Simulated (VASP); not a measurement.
## GaO: single point with PBE

The system is GaO.

```
Ga O
1.0
     3.10466    0.00000    0.00000
    -1.55233    2.68872    0.00000
     0.00000    0.00000   13.91460
Ga O
4 4
Direct
  0.33333 0.66667 0.15997
  0.66667 0.33333 0.65997
  0.33333 0.66667 0.34003
  0.66667 0.33333 0.84003
  0.33333 0.66667 0.60767
  0.66667 0.33333 0.10767
  0.33333 0.66667 0.89233
  0.66667 0.33333 0.39233
```

```json
{"Program": "VASP 6.6.1", "Task": "single point", "Functional": "PBE", "Potentials or basis": "VASP PAW PBE potentials, release 64 (Ga_d, O)", "Cutoff": "520 eV", "k mesh": "12 × 12 × 2", "Occupations": "gaussian, width 0.01 eV", "Spin": "no spin polarisation", "Dipole correction": "no", "Further INCAR settings": "ALGO = Normal; EDIFF = 1e-06; NBANDS = 48"}
```

```
Pressure               : 0.5 GPa
Largest force          : 0.048 eV/Å
Band gap on the k mesh : 1.19 eV (least direct gap 1.36 eV)
```

Forces in eV/Å, atoms in the order of the input:
```
Ga   0.000  0.000  0.044
Ga   0.000  0.000  0.044
Ga   0.000  0.000 -0.044
Ga   0.000  0.000 -0.044
O    0.000  0.000 -0.048
O    0.000  0.000 -0.048
O    0.000  0.000  0.048
O    0.000  0.000  0.048
```

Stress tensor (GPa, compression positive):
```
0.62 0.00 0.00
0.00 0.62 0.00
0.00 0.00 0.12
```

Levels at points of the mesh, in eV from the valence-band top:
| k point | band 34 | band 35 | band 36 | band 37 | band 38 | band 39 | band 40 | band 41 | band 42 | band 43 |
| --- | --- | --- | --- | --- | --- | --- | --- | --- | --- | --- |
| (0.00, 0.00, 0.00) | -2.03 | -2.00 | -2.00 | -1.08 | -0.17 | 1.19 | 1.98 | 4.39 | 4.73 | 8.57 |
| (0.50, 0.00, 0.00) | -2.98 | -2.37 | -2.20 | -0.42 | -0.22 | 2.70 | 2.98 | 5.32 | 5.37 | 6.59 |
| (0.00, 0.00, 0.50) | -2.01 | -2.01 | -2.01 | -0.65 | -0.65 | 1.63 | 1.63 | 4.57 | 4.57 | 8.94 |
| (0.50, 0.00, 0.50) | -3.01 | -2.28 | -2.28 | -0.32 | -0.32 | 2.83 | 2.83 | 5.36 | 5.36 | 6.65 |

It took 7 min on 1 thread of AMD EPYC 7R13, with other jobs on the host, peak memory 0.29 GiB.

A k mesh can miss the band edges.
